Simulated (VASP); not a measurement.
# NaMgBr3 (P4/mmm) in VASP: notebook

NaMgBr3 is run at these levels: r2SCAN, PBE; tasks: single point.

Everything below comes from runs of VASP 6.6.1. Logs are shortened: lines on timing, memory, paths and dates and some standing lists are left out, and cuts for length are marked.

### Step 1. The cell of the first run

It takes space group P4/mmm (No. 123, tetragonal). Conventional cell: a = 5.532 Å, b = 5.532 Å, c = 5.122 Å, α = 90.00°, β = 90.00°, γ = 90.00°. Within 5.2 Å of Na (site symmetry 4/mmm) lie 12 Br at 3.77 to 3.91 Å and 8 Mg at 4.68 Å and 2 Na at 5.12 Å. Within 3.4 Å of Mg (site symmetry 4/mmm) lie 6 Br at 2.56 to 2.77 Å. Br (site symmetry 4/mmm) has 2 Mg at 2.56 Å within 3.4 Å. Br (site symmetry mmm) has 2 Mg at 2.77 Å within 3.6 Å.

### Step 2. Single point, r2SCAN (epitaxial xy strain +5.0%)

POSCAR

```
NaMgBr3
1.0
    5.5322432244      0.0000000000      0.0000000000
    0.0000000000      5.5322432244      0.0000000000
    0.0000000000      0.0000000000      5.1222681275
Na Mg Br
1 1 3
Direct
    0.0000000000      0.0000000000      0.0000000000
    0.5000000000      0.5000000000      0.5000000000
    0.5000000000      0.5000000000      0.0000000000
    0.5000000000      0.0000000000      0.5000000000
    0.0000000000      0.5000000000      0.5000000000
```

INCAR.step1

```
  ALGO = Normal
  EDIFF = 1E-4
  ENCUT = 520
  GGA = PE
  ISMEAR = 0
  LASPH = True
  LCHARG = False
  LREAL = False
  LWAVE = True
  NBANDS = 23
  NELM = 80
  PREC = Accurate
  SIGMA = 0.01
```

INCAR.step2

```
  ALGO = Normal
  EDIFF = 1E-7
  ENCUT = 520
  ISIF = 2
  ISMEAR = 0
  ISTART = 1
  LASPH = True
  LCHARG = True
  LELF = True
  LMIXTAU = True
  LREAL = False
  LVHAR = True
  LWAVE = False
  METAGGA = R2SCAN
  NBANDS = 23
  NELM = 80
  PREC = Accurate
  SIGMA = 0.01
```

KPOINTS

```
k-points
0
Gamma
  6 6 6
```

Potentials or basis: VASP PAW PBE potentials, release 64 (Na_pv, Mg, Br).

Launch:

```console
$ cat potpaw_PBE.64/Na_pv/POTCAR potpaw_PBE.64/Mg/POTCAR potpaw_PBE.64/Br/POTCAR > POTCAR
$ cp INCAR.step1 INCAR
$ mpirun -np 1 vasp_std > vasp.out
$ cp INCAR.step2 INCAR
$ mpirun -np 1 vasp_std > vasp.out
```

OUTCAR:

```text
EDIFF = 1E-7
   ENCUT = 520
   ISIF = 2
   ISMEAR = 0
   ISTART = 1
   LASPH = True
   LREAL = False
   METAGGA = R2SCAN
   NELM = 80
   PREC = Accurate

 ion  position               nearest neighbor table
   1  0.000  0.000  0.000-
   2  0.500  0.500  0.500-   3 2.56   3 2.56   5 2.77   4 2.77   4 2.77   5 2.77
   3  0.500  0.500  0.000-   2 2.56   2 2.56
   4  0.500  0.000  0.500-   2 2.77   2 2.77
   5  0.000  0.500  0.500-   2 2.77   2 2.77

  LATTYP: Found a simple tetragonal cell.
 ALAT       =     5.5322432244
 C/A-ratio  =     0.9258935155

  Lattice vectors:

 A1 = (   5.5322432244,   0.0000000000,   0.0000000000)
 A2 = (   0.0000000000,   5.5322432244,   0.0000000000)
 A3 = (   0.0000000000,   0.0000000000,   5.1222681275)

Analysis of symmetry for initial positions (statically):
=====================================================================
 Subroutine PRICEL returns:
 Original cell was already a primitive cell.

 Routine SETGRP: Setting up the symmetry group for a
 simple tetragonal supercell.

 Subroutine GETGRP returns: Found 16 space group operations
 (whereof 16 operations were pure point group operations)
 out of a pool of 16 trial point group operations.

The static configuration has the point symmetry D_4h.

Analysis of symmetry for dynamics (positions and initial velocities):
=====================================================================
 Subroutine PRICEL returns:
 Original cell was already a primitive cell.

 Routine SETGRP: Setting up the symmetry group for a
 simple tetragonal supercell.

 Subroutine GETGRP returns: Found 16 space group operations
 (whereof 16 operations were pure point group operations)
 out of a pool of 16 trial point group operations.

The dynamic configuration has the point symmetry D_4h.

 Subroutine INISYM returns: Found 16 space group operations
 (whereof 16 operations are pure point group operations),
 and found     1 'primitive' translations

----------------------------------------------------------------------------------------

                                     Primitive cell

  volume of cell :     156.7707

  direct lattice vectors                    reciprocal lattice vectors
     5.532243224  0.000000000  0.000000000     0.180758502  0.000000000  0.000000000
     0.000000000  5.532243224  0.000000000     0.000000000  0.180758502  0.000000000
     0.000000000  0.000000000  5.122268127     0.000000000  0.000000000  0.195226016

  length of vectors
     5.532243224  5.532243224  5.122268127     0.180758502  0.180758502  0.195226016

  position of ions in fractional coordinates (direct lattice)
     0.000000000  0.000000000  0.000000000
     0.500000000  0.500000000  0.500000000
     0.500000000  0.500000000  0.000000000
     0.500000000  0.000000000  0.500000000
     0.000000000  0.500000000  0.500000000

  ion indices of the primitive-cell ions
   primitive index   ion index
                 1           1
                 2           2
                 3           3
                 4           4
                 5           5

----------------------------------------------------------------------------------------

 KPOINTS: k-points

Automatic generation of k-mesh.
 Grid dimensions read from file:
 generate k-points for:    6    6    6

 Generating k-lattice:

  Cartesian coordinates                     Fractional coordinates (reciprocal lattice)
     0.030126417  0.000000000  0.000000000     0.166666667  0.000000000  0.000000000
     0.000000000  0.030126417  0.000000000     0.000000000  0.166666667  0.000000000
     0.000000000  0.000000000  0.032537669     0.000000000  0.000000000  0.166666667

  Length of vectors
     0.030126417  0.030126417  0.032537669

  Shift w.r.t. Gamma in fractional coordinates (k-lattice)
     0.000000000  0.000000000  0.000000000

 Subroutine IBZKPT returns following result:
 ===========================================

 Found     40 irreducible k-points:

 Following reciprocal coordinates:
            Coordinates               Weight
  0.000000  0.000000  0.000000      1.000000
  0.166667  0.000000  0.000000      4.000000
  0.333333  0.000000  0.000000      4.000000
  0.500000  0.000000  0.000000      2.000000
  0.166667  0.166667  0.000000      4.000000
  0.333333  0.166667  0.000000      8.000000
[... 16 lines left out ...]
  0.333333  0.000000  0.333333      8.000000
  0.500000  0.000000  0.333333      4.000000
 [... further k-points ...]
   k-points           NKPTS =     40   k-points in BZ     NKDIM =     40   number of bands    NBANDS=     23
   number of dos      NEDOS =    301   number of ions     NIONS =      5
   total plane-waves  NPLWV =  70560
   dimension x,y,z NGX =    42 NGY =   42 NGZ =   40
   dimension x,y,z NGXF=    84 NGYF=   84 NGZF=   80
   ions per type =               1   1   3
   NGX,Y,Z   is equivalent  to a cutoff of  12.62, 12.62, 12.98 a.u.
   NGXF,Y,Z  is equivalent  to a cutoff of  25.24, 25.24, 25.96 a.u.
 SYSTEM =  unknown system
   PREC   = accura    normal or accurate (medium, high low for compatibility)
   ISTART =      1    job   : 0-new  1-cont  2-samecut
   ICHARG =      0    charge: 1-file 2-atom 10-const
   ISPIN  =      1    spin polarized calculation?
   LNONCOLLINEAR =      F non collinear calculations
   LSORBIT =      F    spin-orbit coupling
   LASPH  =      T    aspherical Exc in radial PAW
   ENCUT  =  520.0 eV  38.22 Ry    6.18 a.u.  10.29 10.29  9.52*2*pi/ulx,y,z
   NELM   =     80;   NELMIN=  2; NELMDL=  0     # of ELM steps
   EDIFF  = 0.1E-06   stopping-criterion for ELM
   LREAL  =      F    real-space projection
   EDIFFG = 0.1E-05   stopping-criterion for IOM
   NSW    =      0    number of steps for IOM
   IBRION =     -1    ionic relax: 0-MD 1-quasi-New 2-CG
   NFREE  =      0    steps in history (QN), initial steepest desc. (CG)
   ISIF   =      2    stress and relaxation
   ISYM   =      2    0-nonsym 1-usesym 2-fastsym
   POTIM  = 0.5000    time-step for ionic-motion
   TEBEG  =    0.0;   TEEND  =   0.0 temperature during run
   PSTRESS=    0.0 pullay stress
   NELECT =      30.0000    total number of electrons
   NUPDOWN=      -1.0000    fix difference up-down
   EMIN   =  10.00;   EMAX   =-10.00  energy-range for DOS
   EFERMI =   0.00;   METHOD = LEGACY
   ISMEAR =     0;   SIGMA  =   0.01  broadening in eV -4-tet -1-fermi 0-gaus
   EFERMI_NEDOS =   21; number of points for ismear=-14 and -15
   IALGO  =     38    algorithm
   IMIX   =      4    mixing-type and parameters
     AMIX     =   0.40;   BMIX     =  1.00
     AMIX_MAG =   1.60;   BMIX_MAG =  1.00
  volume/ion in A,a.u.               =      31.35       211.59
  Fermi-wavevector in a.u.,A,eV,Ry     =   0.943395  1.782758 12.109109  0.889994
  Thomas-Fermi vector in A             =   2.071098
   LORBIT       =      0    0 simple, 1 ext, 2 COOP (PROOUT), +10 PAW based schemes
   METAGGA = R2SCAN    functional components
   LHFCALC =     F    Hartree Fock is set to
   AEXX    =    0.0000 exact exchange contribution
   IVDW    =     0    specifies the selected vdW correction
   LEPSILON=     F    determine dielectric tensor
   LRPA    =     F    only Hartree local field effects (RPA)
 non-spin polarized calculation
 Gauss-broadening in eV      SIGMA  =   0.01
  energy-cutoff  :      520.00
  volume of cell :      156.77
 maximum number of plane-waves:      4260
 NGX is ok and might be reduce to    42
   NGX = 21   NGY = 21   NGZ = 19

 number of electron      30.0000006 magnetization

 Free energy of the ion-electron system (eV)
  ---------------------------------------------------
  ext. energy  EPLUGINS =         0.00000000
  ---------------------------------------------------
  free energy    TOTEN  =       -55.27722354 eV

  energy without entropy =      -55.27722354  energy(sigma->0) =      -55.27722354

 E-fermi :  -0.6564     XC(G=0):  -7.8352

 val. band max:       -0.7698939492   @ k =   0.5000   0.5000   0.5000
 cond. band min:       2.6158585480   @ k =   0.0000   0.0000   0.0000
 fundamental gap:      3.3857524972
 Fermi energy:        -0.6563570101

 k-point     1 :       0.0000    0.0000    0.0000
  band No.  band energies     occupation
      1     -25.0475      2.00000
      2     -25.0475      2.00000
      3     -25.0463      2.00000
      4     -14.9760      2.00000
      5     -14.2394      2.00000
      6     -14.1586      2.00000
[... 15 lines left out ...]
     22       7.0998      0.00000
     23       9.2090      0.00000

 k-point     2 :       0.1667    0.0000    0.0000
  band No.  band energies     occupation
      1     -25.0475      2.00000
      2     -25.0475      2.00000
      3     -25.0463      2.00000
      4     -14.9461      2.00000
      5     -14.2509      2.00000
      6     -14.1800      2.00000
[... 15 lines left out ...]
     22       7.3445      0.00000
     23       9.1407      0.00000

 k-point     3 :       0.3333    0.0000    0.0000
  band No.  band energies     occupation
      1     -25.0476      2.00000
      2     -25.0475      2.00000
      3     -25.0463      2.00000
      4     -14.8762      2.00000
      5     -14.3057      2.00000
      6     -14.2014      2.00000
[... 15 lines left out ...]
     22       7.9180      0.00000
     23       8.5502      0.00000

 k-point     4 :       0.5000    0.0000    0.0000
  band No.  band energies     occupation
      1     -25.0476      2.00000
      2     -25.0475      2.00000
      3     -25.0463      2.00000
      4     -14.8330      2.00000
      5     -14.3485      2.00000
      6     -14.2048      2.00000
[... 15 lines left out ...]
     22       7.8827      0.00000
     23       8.5290      0.00000

 k-point     5 :       0.1667    0.1667    0.0000
  band No.  band energies     occupation
      1     -25.0475      2.00000
      2     -25.0475      2.00000
      3     -25.0463      2.00000
      4     -14.9169      2.00000
      5     -14.2563      2.00000
      6     -14.2059      2.00000
[... 15 lines left out ...]
     22       7.5796      0.00000
     23       8.9370      0.00000

 k-point     6 :       0.3333    0.1667    0.0000
  band No.  band energies     occupation
      1     -25.0476      2.00000
      2     -25.0475      2.00000
      3     -25.0463      2.00000
      4     -14.8483      2.00000
      5     -14.3042      2.00000
      6     -14.2308      2.00000
[... 15 lines left out ...]
     22       7.9432      0.00000
     23       8.3809      0.00000

 k-point     7 :       0.5000    0.1667    0.0000
  band No.  band energies     occupation
      1     -25.0476      2.00000
      2     -25.0475      2.00000
      3     -25.0463      2.00000
      4     -14.8059      2.00000
      5     -14.3467      2.00000
      6     -14.2329      2.00000
[... 353 lines left out ...]
     22       7.6403      0.00000
     23       8.5166      0.00000

 k-point    21 :       0.0000    0.0000    0.3333
  band No.  band energies     occupation
      1     -25.0475      2.00000
      2     -25.0475      2.00000
      3     -25.0465      2.00000
      4     -14.7980      2.00000
      5     -14.4143      2.00000
      6     -14.1513      2.00000
[... 15 lines left out ...]
     22       8.3489      0.00000
     23       9.2122      0.00000

 k-point    22 :       0.1667    0.0000    0.3333
  band No.  band energies     occupation
      1     -25.0475      2.00000
      2     -25.0475      2.00000
      3     -25.0465      2.00000
      4     -14.7788      2.00000
      5     -14.4062      2.00000
      6     -14.1763      2.00000
[... 15 lines left out ...]
     22       8.1613      0.00000
     23       8.8197      0.00000

 k-point    23 :       0.3333    0.0000    0.3333
  band No.  band energies     occupation
      1     -25.0475      2.00000
      2     -25.0474      2.00000
      3     -25.0465      2.00000
      4     -14.7374      2.00000
      5     -14.3787      2.00000
      6     -14.2407      2.00000
[... 15 lines left out ...]
     22       8.2610      0.00000
     23       8.3267      0.00000

 k-point    24 :       0.5000    0.0000    0.3333
  band No.  band energies     occupation
      1     -25.0476      2.00000
      2     -25.0474      2.00000
      3     -25.0465      2.00000
      4     -14.7149      2.00000
      5     -14.3373      2.00000
      6     -14.3023      2.00000
[... 15 lines left out ...]
     22       8.3638      0.00000
     23       8.4123      0.00000

 [... further k-points ...]

------------------------ aborting loop because EDIFF is reached ----------------------------------------

  FORCE on cell =-STRESS in cart. coord.  units (eV):
  Direction    XX          YY          ZZ          XY          YZ          ZX
  --------------------------------------------------------------------------------------
  -------------------------------------------------------------------------------------
  Total       -2.2619308     -2.2619308     -0.1652693      0.0000000     -0.0000000      0.0000000
  in kB      -23.1166581    -23.1166581     -1.6890319      0.0000000     -0.0000000      0.0000000
  external PRESSURE =     -15.9741160 kB  Pullay stress =       0.0000000 kB

 VOLUME and BASIS-vectors are now :
 -----------------------------------------------------------------------------
  energy-cutoff  :      520.00
  volume of cell :      156.77
      direct lattice vectors                 reciprocal lattice vectors
     5.532243224  0.000000000  0.000000000     0.180758502  0.000000000  0.000000000
     0.000000000  5.532243224  0.000000000     0.000000000  0.180758502  0.000000000
     0.000000000  0.000000000  5.122268127     0.000000000  0.000000000  0.195226016

 POSITION                                       TOTAL-FORCE (eV/Angst)
 -----------------------------------------------------------------------------------
      0.00000      0.00000      0.00000         0.000000      0.000000      0.000000
      2.76612      2.76612      2.56113         0.000000      0.000000      0.000000
      2.76612      2.76612      0.00000         0.000000      0.000000      0.000000
      2.76612      0.00000      2.56113         0.000000      0.000000      0.000000
      0.00000      2.76612      2.56113         0.000000      0.000000      0.000000
 -----------------------------------------------------------------------------------
    total drift:                                0.000000     -0.000000      0.000000

  FREE ENERGIE OF THE ION-ELECTRON SYSTEM (eV)
  ---------------------------------------------------
  free  energy   TOTEN  =       -55.2772235428 eV

  energy  without entropy=      -55.2772235428  energy(sigma->0) =      -55.27722354
```

Run time: 5.1 min. Hardware: 1 thread of AMD EPYC 9R45 (Zen 5), shared host; peak memory 0.33 GiB.

Results:

```
Free energy            : -55.2772 eV
Pressure               : -1.6 GPa
Band gap on the k mesh : 3.39 eV (least direct gap 3.88 eV)
```

Caveat: the cell differs from its parent crystal (epitaxial xy strain +5.0%); the PAW data sets were made with another functional, which shifts forces and pressure a little.

### Step 3. Single point, PBE (epitaxial xy strain +5.0%)

INCAR

```
PREC = Accurate
ENCUT = 520
EDIFF = 1E-7
ISMEAR = -1
SIGMA = 0.02
LREAL = False
LASPH = True
NELM = 60
ALGO = Normal
ISIF = 2
LWAVE = False
LCHARG = False
GGA = PE
NBANDS = 23
```

KPOINTS

```
regular mesh
0
Gamma
  6 6 6
```

POSCAR is that of step 2.

Potentials or basis: VASP PAW PBE potentials, release 64 (Na_pv, Mg, Br).

Launch:

```console
$ cat potpaw_PBE.64/Na_pv/POTCAR potpaw_PBE.64/Mg/POTCAR potpaw_PBE.64/Br/POTCAR > POTCAR
$ mpirun -np 1 vasp_std > vasp.out
```

Wall time 2.3 min (1 thread of Oxide Virtual Turin-like, shared host); peak memory 0.29 GiB.

The run converged. Its results:

| Quantity | Value |
| --- | --- |
| Free energy | -14.5332 eV |
| Pressure | -0.9 GPa |
| Band gap on the k mesh | 2.57 eV (least direct gap 3.05 eV) |

Stress tensor (GPa, compression positive):
```
-1.61  0.00  0.00
 0.00 -1.61  0.00
 0.00  0.00  0.60
```

Levels at points of the mesh, in eV from the valence-band top:
| k point | band 13 | band 14 | band 15 | band 16 | band 17 | band 18 |
| --- | --- | --- | --- | --- | --- | --- |
| (0.00, 0.00, 0.00) | -0.56 | -0.48 | -0.48 | 2.57 | 3.21 | 6.91 |
| (0.50, 0.00, 0.00) | -0.95 | -0.60 | -0.53 | 4.59 | 4.79 | 5.59 |
| (0.50, 0.50, 0.00) | -1.03 | -1.03 | -0.15 | 5.25 | 6.37 | 6.52 |
| (0.00, 0.00, 0.50) | -0.97 | -0.64 | -0.64 | 5.02 | 5.18 | 5.51 |
| (0.50, 0.00, 0.50) | -1.12 | -1.10 | -0.01 | 5.10 | 6.32 | 6.75 |
| (0.50, 0.50, 0.50) | -0.13 | 0.00 | 0.00 | 3.91 | 5.51 | 5.51 |

Caveat: the cell differs from its parent crystal (epitaxial xy strain +5.0%).
